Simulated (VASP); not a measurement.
Here is a VASP 6.6.1 calculation.

POSCAR

```
SiC
1.0
    3.1352051710      0.0000000000      0.0000000000
   -1.5676025855      2.7151673241      0.0000000000
    0.0000000000      0.0000000000      5.1481708851
Si C
2 2
Direct
    0.3333333333      0.6666666667      0.0046176960
    0.6666666667      0.3333333333      0.5046176960
    0.3333333333      0.6666666667      0.3803823040
    0.6666666667      0.3333333333      0.8803823040
```

Contents of INCAR.step1:

```
  PREC = Accurate
  ENCUT = 600
  ISMEAR = 0
  SIGMA = 0.02
  LREAL = F
  LASPH = T
  NELM = 100
  GGA = PE
  ALGO = Normal
  EDIFF = 1E-4
  LWAVE = T
  LCHARG = F
```

File INCAR.step2:

```
  PREC = Accurate
  ENCUT = 600
  EDIFF = 1E-7
  ISMEAR = 0
  SIGMA = 0.02
  LREAL = F
  LASPH = T
  NELM = 100
  ALGO = Normal
  ISIF = 4
  LWAVE = F
  LCHARG = F
  METAGGA = R2SCAN
  LMIXTAU = T
  IBRION = 2
  NSW = 50
  EDIFFG = -0.01
  ISTART = 1
```

KPOINTS

```
Automatic mesh
0
Gamma
  12 12 6
```

Potentials or basis: VASP PAW PBE potentials, release 64 (Si, C).

Run with:

```sh
$ cat potpaw_PBE.64/Si/POTCAR potpaw_PBE.64/C/POTCAR > POTCAR
$ cp INCAR.step1 INCAR
$ mpirun -np 1 vasp_std > vasp.out
$ cp INCAR.step2 INCAR
$ mpirun -np 1 vasp_std > vasp.out
```

**Question.** Predict the band gap on the k mesh.

**Answer.** 2.74 eV (least direct gap 4.36 eV).

Forces in eV/Å, atoms in the order of the input:
```
Si   0.000  0.000  0.010
Si   0.000  0.000  0.010
C    0.000  0.000 -0.010
C    0.000  0.000 -0.010
```

Caveat: the PAW data sets were made with another functional, which shifts forces and pressure a little. A k mesh can miss the band edges.
